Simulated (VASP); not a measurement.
A run of VASP 6.6.1 is set up as follows.

The input INCAR:

```
SYSTEM = Pt
  PREC = Accurate
  ENCUT = 520
  EDIFF = 1E-7
  ISMEAR = 0
  SIGMA = 0.1
  LREAL = .FALSE.
  LASPH = .TRUE.
  NELM = 80
  ALGO = Normal
  ISIF = 2
  LWAVE = .FALSE.
  LCHARG = .FALSE.
  GGA = PS
  NBANDS = 11
```

Contents of KPOINTS:

```
regular mesh
0
G
  18 18 18
  0 0 0
```

Contents of POSCAR:

```
Pt
1.0
    0.0000000000      1.9392503914      1.9392503914
    1.9392503914      0.0000000000      1.9392503914
    1.9392503914      1.9392503914      0.0000000000
Pt
1
Direct
    0.0000000000      0.0000000000      0.0000000000
```

Potentials or basis: VASP PAW PBE potentials, release 64 (Pt).

The run is started by

```sh
$ cat potpaw_PBE.64/Pt/POTCAR > POTCAR
$ mpirun -np 1 vasp_std > vasp.out
```

Question: Estimate the band gap on the k mesh.

Answer: Zero (band 5 reaches 12.28 eV, above the bottom of band 6 at 9.92 eV).

Question: Predict the pressure.

Answer: 9.1 GPa.

Caveat: the PAW data sets were made with another functional, which shifts forces and pressure a little; spin-orbit coupling is left out, which moves the levels of the heavy elements.
